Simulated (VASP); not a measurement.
Runs of VASP 6.6.1 on InAs. The structure is that of space group F-43m (No. 216), or close to it. The cells are those of the table. 

| cell | gap on the mesh (eV) | pressure (GPa) |
| --- | --- | --- |
| a = 4.319 Å, angles 60.0°, 2 atoms | (b) | 0.0 |
| a = 4.231 Å, angles 60.0°, 2 atoms | 0.43 | 4.1 |
| a = 4.276 Å, angles 60.0°, 2 atoms | 0.25 | 1.9 |
| a = 4.404 Å, angles 60.0°, 2 atoms | none | (a) |
| a = 4.362 Å, angles 60.0°, 2 atoms | none | -1.6 |

Alike in all rows: task single point; level r2SCAN; potentials or basis VASP PAW PBE potentials, release 64 (In_d, As); no spin polarisation; k mesh 10 × 10 × 10; cutoff (eV) 520; smearing gaussian 0.01 eV.

Problem. Fill in the values left out.

Solution. (a) -2.9; (b) 0.08.

Caveats: the PAW data sets were made with another functional, which shifts forces and pressure a little; spin-orbit coupling is left out, which moves the levels of the heavy elements.

A k mesh can miss the band edges, and the runs leave out spin-orbit coupling on As, In.

A gap of «none» marks levels without a gap at the run's occupations.
